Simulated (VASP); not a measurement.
Here is a VASP 6.6.1 calculation.

The input INCAR:

```
ALGO     = Normal         # electronic algorithm
EDIFF    = 1E-6           # SCF threshold, eV
ENCUT    = 520            # plane-wave cutoff, eV
GGA      = PS             # functional
ISIF     = 2              # what is computed and relaxed
ISMEAR   = -1             # smearing method
LASPH    = True           # aspherical terms in the spheres
LCHARG   = False          # write CHGCAR
LREAL    = False          # projectors in reciprocal space
LWAVE    = False          # write WAVECAR
NBANDS   = 50             # bands
NELM     = 60             # most SCF steps
PREC     = Accurate       # precision mode
SIGMA    = 0.05           # smearing width, eV
```

Contents of KPOINTS:

```
k-points
0
Gamma
  5 5 6
```

Contents of POSCAR:

```
PbO
1.0
    5.8760000000      0.0000000000      0.0000000000
    0.0000000000      5.4760000000      0.0000000000
    0.0000000000      0.0000000000      4.7430000000
Pb O
4 4
Direct
    0.7721320000      0.5103020000      0.2450010000
    0.2372420000      0.4864130000      0.7395790000
    0.7784430000      0.9822340000      0.7537270000
    0.2330850000      0.0110260000      0.2567580000
    0.1291930000      0.5846910000      0.2538390000
    0.8705980000      0.4250400000      0.7471500000
    0.1379660000      0.9216270000      0.7482840000
    0.8662250000      0.0742650000      0.2369900000
```

Potentials or basis: VASP PAW PBE potentials, release 64 (Pb_d, O).

The run is started by

```sh
$ cat potpaw_PBE.64/Pb_d/POTCAR potpaw_PBE.64/O/POTCAR > POTCAR
$ mpirun -np 1 vasp_std > vasp.out
```

(1) Predict the largest force.

(2) What does it give for the pressure?

(3) Estimate the band gap on the k mesh.

Results:

(1) 1.114 eV/Å.

(2) -1.2 GPa.

(3) 1.86 eV, indirect (least direct gap 2.02 eV).

Caveat: the cell differs from its parent crystal (atoms moved at random); the PAW data sets were made with another functional, which shifts forces and pressure a little; spin-orbit coupling is left out, which moves the levels of the heavy elements.
